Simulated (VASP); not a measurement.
# HfN (I4/mmm) in VASP: further runs, part 2 of 2

VASP 6.6.1. Earlier steps stand in the parts before.

## Step 3: Single point, PBE (strain +0.040 along x and y, -0.080 along z)

INCAR reads:

```
SYSTEM = HfN
PREC = Accurate
ENCUT = 520
EDIFF = 1E-7
ISMEAR = 0
SIGMA = 0.15
LREAL = .FALSE.
LASPH = .TRUE.
NELM = 100
ALGO = Normal
ISIF = 2
LWAVE = .FALSE.
LCHARG = .TRUE.
GGA = PE
LELF = .TRUE.
LVHAR = .TRUE.
NBANDS = 14
```

KPOINTS reads:

```
Automatic mesh
0
G
  18 18 18
  0 0 0
```

POSCAR reads:

```
HfN
1.0
    0.0000000000      2.3493600000      2.0782800000
    2.3493600000      0.0000000000      2.0782800000
    2.3493600000      2.3493600000      0.0000000000
Hf N
1 1
Direct
    0.0000000000      0.0000000000      0.0000000000
    0.5000000000      0.5000000000      0.5000000000
```

Potentials or basis: VASP PAW PBE potentials, release 64 (Hf_pv, N).

On the command line:

```
cat potpaw_PBE.64/Hf_pv/POTCAR potpaw_PBE.64/N/POTCAR > POTCAR
mpirun -np 1 vasp_std > vasp.out
```

OUTCAR:

```text
SYSTEM = HfN
   PREC = Accurate
   ENCUT = 520
   EDIFF = 1E-7
   ISMEAR = 0
   LREAL = .FALSE.
   LASPH = .TRUE.
   NELM = 100
   ISIF = 2
   GGA = PE

 ion  position               nearest neighbor table
   1  0.000  0.000  0.000-   2 2.08   2 2.08   2 2.35   2 2.35   2 2.35   2 2.35
   2  0.500  0.500  0.500-   1 2.08   1 2.08   1 2.35   1 2.35   1 2.35   1 2.35

  LATTYP: Found a body centered tetragonal cell.
 ALAT       =     3.3224967749
 C/A-ratio  =     1.2510350744

  Lattice vectors:

 A1 = (   0.0000000000,  -2.3493600000,  -2.0782800000)
 A2 = (   0.0000000000,   2.3493600000,  -2.0782800000)
 A3 = (   2.3493600000,   0.0000000000,   2.0782800000)

Analysis of symmetry for initial positions (statically):
=====================================================================
 Subroutine PRICEL returns:
 Original cell was already a primitive cell.

 Routine SETGRP: Setting up the symmetry group for a
 body centered tetragonal supercell.

 Subroutine GETGRP returns: Found 16 space group operations
 (whereof 16 operations were pure point group operations)
 out of a pool of 16 trial point group operations.

The static configuration has the point symmetry D_4h.

[... 177 lines left out ...]
      9       7.7494      2.00000
     10       8.4545      1.22792
     11       9.0686      0.00000
     12       9.5062      0.00000
     13      13.5192      0.00000
     14      18.1785      0.00000
[... 377 lines left out ...]
      1     -23.1129      2.00000
      2     -22.7351      2.00000
      3     -22.6749      2.00000
      4      -8.0599      2.00000
      5       2.0118      2.00000
      6       3.2073      2.00000
      7       4.1588      2.00000
      8       8.7237      0.02453
      9       9.2509      0.00000
     10      10.4950      0.00000
     11      12.0891      0.00000
     12      12.9452      0.00000
     13      15.4709      0.00000
     14      20.7768      0.00000

 [... further k-points ...]

------------------------ aborting loop because EDIFF is reached ----------------------------------------

  FORCE on cell =-STRESS in cart. coord.  units (eV):
  Direction    XX          YY          ZZ          XY          YZ          ZX
  --------------------------------------------------------------------------------------
  -------------------------------------------------------------------------------------
  Total       -1.6039883     -1.6039883      9.7153959      0.0000000      0.0000000      0.0000000
  in kB     -112.0156215   -112.0156215    678.4813128      0.0000000      0.0000000      0.0000000
  external PRESSURE =     151.4833566 kB  Pullay stress =       0.0000000 kB

 VOLUME and BASIS-vectors are now :
 -----------------------------------------------------------------------------
  energy-cutoff  :      520.00
  volume of cell :       22.94
      direct lattice vectors                 reciprocal lattice vectors
     0.000000000  2.349360000  2.078280000    -0.212823918  0.212823918  0.240583559
     2.349360000  0.000000000  2.078280000     0.212823918 -0.212823918  0.240583559
     2.349360000  2.349360000  0.000000000     0.212823918  0.212823918 -0.240583559

 POSITION                                       TOTAL-FORCE (eV/Angst)
 -----------------------------------------------------------------------------------
      0.00000      0.00000      0.00000        -0.000000     -0.000000      0.000000
      2.34936      2.34936      2.07828         0.000000      0.000000      0.000000
 -----------------------------------------------------------------------------------
    total drift:                                0.000000     -0.000000     -0.000000

  FREE ENERGIE OF THE ION-ELECTRON SYSTEM (eV)
  ---------------------------------------------------
  free  energy   TOTEN  =       -21.3275621625 eV

  energy  without entropy=      -21.3201182406  energy(sigma->0) =      -21.32384020
```

stdout:

```text
POSCAR found type information on POSCAR HfN
 POSCAR found :  2 types and       2 ions
 scaLAPACK will be used
 LDA part: xc-table for (Slater+PW92), standard interpolation
 POSCAR, INCAR and KPOINTS ok, starting setup
 FFT: planning ... GRIDC
 FFT: planning ... GRID_SOFT
 FFT: planning ... GRID
 WAVECAR not read
 entering main loop
```

Wall time 5.7 min (1 thread of Intel Xeon 8259CL, shared host); peak memory 0.28 GiB.

Results:

| Quantity | Value |
| --- | --- |
| Free energy | -21.3276 eV |
| Pressure | 15.1 GPa |
| Band gap on the k mesh | zero (an odd number of electrons rules out a gap without spin polarisation) |

Stress tensor (GPa, compression positive):
```
-11.20   0.00   0.00
  0.00 -11.20   0.00
  0.00   0.00  67.85
```

Levels at points of the mesh, in eV from the Fermi level:
```
           k point  band 6  band 7  band 8  band 9  band 10  band 11
(0.00, 0.00, 0.00)   -3.31   -2.54   -0.74   -0.74    -0.03     0.58
(0.50, 0.00, 0.00)   -6.43   -6.41    2.89    3.98     4.25     4.40
(0.50, 0.50, 0.00)   -4.14   -4.14   -4.12    4.23     5.42     5.42
(0.50, 0.00, 0.50)   -3.85   -3.66   -3.08    2.97     4.70     6.07
```

Caveat: the cell differs from its parent crystal (strain +0.040 along x and y, -0.080 along z); the stress differs along the axes, from -11 to 68 GPa; spin-orbit coupling is left out, which moves the levels of the heavy elements; an odd number of electrons without spin polarisation forces a metal; a magnetic or distorted state may lie lower.

## Step 4: Single point, PBE (strain -0.040 along x and y, +0.080 along z)

INCAR reads:

```
PREC = Accurate
ENCUT = 520
EDIFF = 1E-7
ISMEAR = 0
SIGMA = 0.15
LREAL = F
LASPH = T
NELM = 80
ALGO = Normal
ISIF = 2
LWAVE = F
LCHARG = F
GGA = PE
NBANDS = 14
```

KPOINTS reads:

```
regular mesh
0
Gamma
  18 18 18
```

POSCAR reads:

```
HfN
1.0
    0.0000000000      2.1686400000      2.4397200000
    2.1686400000      0.0000000000      2.4397200000
    2.1686400000      2.1686400000      0.0000000000
Hf N
1 1
Direct
    0.0000000000      0.0000000000      0.0000000000
    0.5000000000      0.5000000000      0.5000000000
```

On the command line:

```
cat potpaw_PBE.64/Hf_pv/POTCAR potpaw_PBE.64/N/POTCAR > POTCAR
mpirun -np 1 vasp_std > vasp.out
```

Run time: 5 min. Hardware: 1 thread of Intel Xeon 8259CL, shared host; peak memory 0.28 GiB.

Results (log left out):

| Quantity | Value |
| --- | --- |
| Free energy | -21.4520 eV |
| Pressure | 13.3 GPa |
| Band gap on the k mesh | zero (an odd number of electrons rules out a gap without spin polarisation) |

Stress tensor (GPa, compression positive):
```
 29.84   0.00   0.00
  0.00  29.84   0.00
  0.00   0.00 -19.90
```

Levels at points of the mesh, in eV from the Fermi level:
```
           k point  band 5  band 6  band 7  band 8  band 9  band 10  band 11  band 12
(0.00, 0.00, 0.00)   -3.37   -2.87   -2.87   -1.20   -0.51     0.18     0.18     2.84
(0.50, 0.00, 0.00)   -8.95   -6.42   -6.30    3.38    3.53     4.26     4.31     6.91
(0.50, 0.50, 0.00)   -6.12   -3.67   -3.36   -3.36    4.19     5.43     5.43     5.64
(0.50, 0.00, 0.50)   -4.97   -4.06   -3.87   -3.59    3.24     4.50     6.47     6.74
```

Caveat: the cell differs from its parent crystal (strain -0.040 along x and y, +0.080 along z); the stress differs along the axes, from -20 to 30 GPa; spin-orbit coupling is left out, which moves the levels of the heavy elements; an odd number of electrons without spin polarisation forces a metal; a magnetic or distorted state may lie lower.

## Step 5: Overview

```csv
cell,gap on the mesh (eV),pressure (GPa)
"a = 3.197, b = 3.197, c = 3.067 Å, angles 61.3, 61.3, 57.3°, 2 atoms",none,20.7
"a = 3.137, b = 3.137, c = 3.322 Å, angles 58.0, 58.0, 64.0°, 2 atoms",none,15.1
"a = 3.264, b = 3.264, c = 3.067 Å, angles 62.0, 62.0, 56.0°, 2 atoms",none,13.3
```

Alike in all rows: task single point; level PBE; potentials or basis VASP PAW PBE potentials, release 64 (Hf_pv, N); no spin polarisation; k mesh 18 × 18 × 18; cutoff (eV) 520; smearing gaussian 0.15 eV.

Caveats: spin-orbit coupling is left out, which moves the levels of the heavy elements; an odd number of electrons without spin polarisation forces a metal; a magnetic or distorted state may lie lower; the stress differs along the axes, from -9 to 35 GPa (at least some runs); the stress differs along the axes, from -11 to 68 GPa (at least some runs); the stress differs along the axes, from -20 to 30 GPa (at least some runs).

Absolute energies hang on the potentials; compare differences alone.
